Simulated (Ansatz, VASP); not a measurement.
# Al3GaN4 in VASP and in Ansatz

The input INCAR:

```
PREC = Accurate ; ENCUT = 520
EDIFF = 1E-6 ; ISMEAR = 0
SIGMA = 0.05 ; LREAL = F
LASPH = T ; NELM = 80
ALGO = Normal ; ISIF = 2
LWAVE = F ; LCHARG = T
GGA = PS ; LELF = T
LVHAR = T ; NBANDS = 31
```

Contents of KPOINTS:

```
Automatic mesh
0
Gamma
  6 8 4
```

The input POSCAR:

```
Al3GaN4
1.0
    5.4468806090      0.0000000000      0.0001057914
    0.0000000000      3.3804798092      0.0000000000
   -0.0034951575      0.0000000000      4.9845525916
Al Ga N
3 1 4
Direct
    0.5002300423      0.5000000000      0.1673295664
    0.0009207036      0.5000000000      0.8348055932
    0.0010880650      0.0000000000      0.3316926342
    0.4994217138      0.0000000000      0.6662009016
    0.1111724737      0.0000000000      0.6663292503
    0.1224543238      0.5000000000      0.1671578647
    0.6251234799      0.5000000000      0.8401923551
    0.6231881979      0.0000000000      0.3262928345
```

Input for Ansatz:

```yaml
crystal:
  lattice:
    - [5.446880609, 0.0, 0.0001057914]
    - [0.0, 3.3804798092, 0.0]
    - [-0.0034951575, 0.0, 4.9845525916]
  atoms:
    - { symbol: Al, position: [0.5002300423, 0.5, 0.1673295664] }
    - { symbol: Al, position: [0.0009207036, 0.5, 0.8348055932] }
    - { symbol: Al, position: [0.001088065, 0.0, 0.3316926342] }
    - { symbol: Ga, position: [0.4994217138, 0.0, 0.6662009016] }
    - { symbol: "N", position: [0.1111724737, 0.0, 0.6663292503] }
    - { symbol: "N", position: [0.1224543238, 0.5, 0.1671578647] }
    - { symbol: "N", position: [0.6251234799, 0.5, 0.8401923551] }
    - { symbol: "N", position: [0.6231881979, 0.0, 0.3262928345] }
basis:
  ecutwfc: 420
kpoints:
  mp_grid: { grid: [6, 8, 4] }
hamiltonian:
  xc: pbesol
scf:
  occupations: { method: gaussian, width: 0.05 }
output:
  forces: true
  stress: true
  eigenvalues: true
```

Change from the starting cell: strain +0.080 along x and y, -0.080 along z, atoms carried along.

Alike in both runs: task single point; functional PBEsol; k mesh 6 × 8 × 4; occupations gaussian, width 0.05 eV; no spin polarisation.

```csv
,VASP,Ansatz
version,VASP 6.6.1,Ansatz 0.2.0
potentials or method,"VASP PAW PBE potentials, release 64 (Al, Ga_d, N), cutoff 520 eV","scalar-relativistic, plane waves, PAW"
valence electrons in the cell,42,42
```

Ansatz gave:

- gap on the k mesh at the Fermi level (eV): 2.27
- least direct gap on the mesh (eV): 2.27
- pressure (GPa): -7.5
- traceless stress, the component that is largest in VASP (GPa): 33.26
- rms of the force components (eV/Å): 1.107

What did VASP give for the same quantities?

gap on the k mesh at the Fermi level (eV): 2.27; least direct gap on the mesh (eV): 2.27; pressure (GPa): -7.6; traceless stress, the component that is largest in VASP (GPa): 33.51; rms of the force components (eV/Å): 1.118.

VASP's potentials were made for PBE, not for PBEsol. Atom by atom the forces differ by 0.020 eV/Å (rms over components).
